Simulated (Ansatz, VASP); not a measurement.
## Two plane-wave programs on BN

```
CELL_PARAMETERS angstrom
0.00000 1.80750 1.80750
1.80750 0.00000 1.80750
1.80750 1.80750 0.00000
ATOMIC_POSITIONS crystal
B 0.00000 0.00000 0.00000
N 0.25000 0.25000 0.25000
```

Alike in both runs: task single point; functional PBE; k mesh 8 × 8 × 8; no spin polarisation.

|  | VASP | Ansatz |
| --- | --- | --- |
| version | VASP 6.6.1 | Ansatz 0.2.0 |
| potentials or method | VASP PAW PBE potentials, release 64 (B, N), cutoff 600 eV | plane waves, PAW |
| occupations | gaussian, width 0.01 eV | fixed |
| valence electrons in the cell | 8 | 8 |

|  | VASP | Ansatz | Ansatz less VASP |
| --- | --- | --- | --- |
| gap on the k mesh at the Fermi level (eV) | 4.46 | 4.47 | +0.011 |
